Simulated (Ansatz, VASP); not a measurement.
**Two plane-wave programs on ZnS**

POSCAR

```
ZnS
1.0
    3.8110000000      0.0000000000      0.0000000000
   -1.9055000000      3.3004228100      0.0000000000
    0.0000000000      0.0000000000      6.2340000000
Zn S
2 2
Direct
    0.3302215711      0.6638248383      0.0015825721
    0.6670849427      0.3341593486      0.5005687078
    0.3354071958      0.6740139556      0.3810206155
    0.6700856345      0.3300968959      0.8845922521
```

Contents of INCAR.step1:

```
SYSTEM = ZnS
PREC = Accurate
ENCUT = 550
ISMEAR = 0
SIGMA = 0.1
LREAL = .FALSE.
LASPH = .TRUE.
NELM = 120
NBANDS = 26
GGA = PE
ALGO = Normal
EDIFF = 1E-5
LWAVE = .TRUE.
LCHARG = .FALSE.
GGA_COMPAT = .FALSE.
```

Contents of INCAR.step2:

```
SYSTEM = ZnS
PREC = Accurate
ENCUT = 550
EDIFF = 1E-6
ISMEAR = 0
SIGMA = 0.1
LREAL = .FALSE.
LASPH = .TRUE.
NELM = 120
ALGO = Normal
ISIF = 2
LWAVE = .FALSE.
LCHARG = .TRUE.
METAGGA = R2SCAN
LMIXTAU = .TRUE.
LELF = .TRUE.
LVHAR = .TRUE.
NBANDS = 26
ISTART = 1
GGA_COMPAT = .FALSE.
```

Contents of KPOINTS:

```
regular mesh
0
G
  2 2 1
  0 0 0
```

Input for Ansatz:

```yaml
crystal:
  lattice:
    - [3.811, 0.0, 0.0]
    - [-1.9055, 3.30042281, 0.0]
    - [0.0, 0.0, 6.234]
  atoms:
    - { symbol: Zn, position: [0.33022157106491956, 0.6638248382683942, 0.0015825721318408622] }
    - { symbol: Zn, position: [0.6670849427069641, 0.3341593486320404, 0.5005687078022681] }
    - { symbol: S, position: [0.33540719579600486, 0.6740139556458835, 0.38102061545443666] }
    - { symbol: S, position: [0.6700856345229326, 0.3300968958955088, 0.8845922521351769] }
basis:
  ecutwfc: 550.0
kpoints:
  mp_grid:
    grid: [2, 2, 1]
hamiltonian:
  xc: r2scan
  pseudopotentials:
    kind: paw
scf:
  n_extra_bands: 4
  self_checks: high
  occupations:
    method: gaussian
    width: 0.1
output:
  forces: true
```

Alike in both runs: task single point; functional r2SCAN; k mesh 2 × 2 × 1; occupations gaussian, width 0.1 eV; no spin polarisation.

|  | VASP | Ansatz |
| --- | --- | --- |
| version | VASP 6.6.1 | Ansatz 0.2.0 |
| potentials or method | VASP PAW PBE potentials, release 64 (Zn, S), cutoff 550 eV | plane waves, PAW |
| valence electrons in the cell | 36 | 36 |

```csv
,VASP,Ansatz,Ansatz less VASP
gap on the k mesh at the Fermi level (eV),2.77,2.76,-0.009
rms of the force components (eV/Å),0.208,0.208,+0.0002
```

VASP's potentials were made for PBE, not for r2SCAN. Atom by atom the forces differ by 0.002 eV/Å (rms over components).

The k mesh is coarse, so the values compare programs but aren't converged.
